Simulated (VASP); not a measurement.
Input of a VASP 6.6.1 run:

Contents of INCAR:

```
SYSTEM = Ca3Se
PREC = Accurate
ENCUT = 600
EDIFF = 1E-7
ISMEAR = 0
SIGMA = 0.1
LREAL = .FALSE.
LASPH = .TRUE.
NELM = 60
ALGO = Normal
ISIF = 3
LWAVE = .FALSE.
LCHARG = .FALSE.
GGA = PE
IBRION = 2
NSW = 100
EDIFFG = -0.01
```

File KPOINTS:

```
regular mesh
0
G
  10 10 10
  0 0 0
```

POSCAR

```
Ca3Se
1.0
    5.0425587676      0.0000000000      0.0000000000
    0.0000000000      5.0425587676      0.0000000000
    0.0000000000      0.0000000000      5.0425587676
Ca Se
3 1
Direct
    0.0000000000      0.5000000000      0.5000000000
    0.5000000000      0.0000000000      0.5000000000
    0.5000000000      0.5000000000      0.0000000000
    0.0000000000      0.0000000000      0.0000000000
```

Potentials or basis: VASP PAW PBE potentials, release 64 (Ca_sv, Se).

Command:

```bash
$ cat potpaw_PBE.64/Ca_sv/POTCAR potpaw_PBE.64/Se/POTCAR > POTCAR
$ mpirun -np 1 vasp_std > vasp.out
```

Question: What does it give for the band gap on the k mesh?

Answer: Zero (bands 18 and 19 overlap by 1.66 eV).

Question: Predict the relaxed volume.

Answer: 32.11 Å³/atom.

Question: Estimate the relaxed cell.

Answer: a = 5.045 Å, b = 5.045 Å, c = 5.045 Å, α = 90.00°, β = 90.00°, γ = 90.00°.

Final structure:
```cif
data_structure
_symmetry_space_group_name_H-M 'P 1'
_symmetry_Int_Tables_number 1
_cell_length_a 5.0454
_cell_length_b 5.0454
_cell_length_c 5.0454
_cell_angle_alpha 90.000
_cell_angle_beta 90.000
_cell_angle_gamma 90.000
_cell_volume 128.44
loop_
_atom_site_label
_atom_site_type_symbol
_atom_site_fract_x
_atom_site_fract_y
_atom_site_fract_z
_atom_site_occupancy
Ca1 Ca 0.00000 0.50000 0.50000 1
Ca2 Ca 0.50000 0.00000 0.50000 1
Ca3 Ca 0.50000 0.50000 0.00000 1
Se1 Se 0.00000 0.00000 0.00000 1
```
